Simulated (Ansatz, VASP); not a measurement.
Al: VASP beside Ansatz

File INCAR:

```
ALGO     = Normal         # electronic algorithm
EDIFF    = 1E-6           # SCF threshold, eV
ENCUT    = 520            # plane-wave cutoff, eV
GGA      = PE             # functional
ISIF     = 2              # what is computed and relaxed
ISMEAR   = -1             # smearing method
LASPH    = T              # aspherical terms in the spheres
LCHARG   = T              # write CHGCAR
LELF     = T              # ELF
LREAL    = F              # projectors in reciprocal space
LVHAR    = T            
LWAVE    = F              # write WAVECAR
NBANDS   = 8              # bands
NELM     = 100            # most SCF steps
PREC     = Accurate       # precision mode
SIGMA    = 0.1            # smearing width, eV
```

File KPOINTS:

```
k-points
0
Gamma
  22 22 22
```

The input POSCAR:

```
Al
1.0
    0.0000000000      2.0724529908      2.0724529908
    2.0724529908      0.0000000000      2.0724529908
    2.0724529908      2.0724529908      0.0000000000
Al
1
Direct
    0.0000000000      0.0000000000      0.0000000000
```

Input for Ansatz:

```yaml
crystal:
  lattice:
    - [0.0, 2.0724529908, 2.0724529908]
    - [2.0724529908, 0.0, 2.0724529908]
    - [2.0724529908, 2.0724529908, 0.0]
  atoms:
    - { symbol: Al, position: [0.0, 0.0, 0.0] }
hamiltonian:
  xc: pbe
  pseudopotentials:
    kind: paw
    azcp:
      Al: "pseudopotentials/Al.paw.azcp"
basis:
  ecutwfc: 420
  fft_grid_basis: typed
kpoints:
  mp_grid: { grid: [22, 22, 22], shift: [0, 0, 0] }
magnetization:
  spin_polarized: false
scf:
  occupations: { method: fermi_dirac, width: 0.1 }
output:
  stress: true
```

Alike in both runs: task single point; functional PBE; k mesh 22 × 22 × 22; occupations fermi-dirac, width 0.1 eV; no spin polarisation.

```csv
,VASP,Ansatz
version,VASP 6.6.1,Ansatz 0.2.0
potentials or method,"VASP PAW PBE potentials, release 64 (Al), cutoff 520 eV","plane waves (420 eV) with PAW, scalar-relativistic"
valence electrons in the cell,3,3
```

```csv
,VASP,Ansatz,Ansatz less VASP
pressure (GPa),-5.0,-5.0,+0.03
```

With one functional, cell and mesh, what is left measures potentials, basis and numerics.
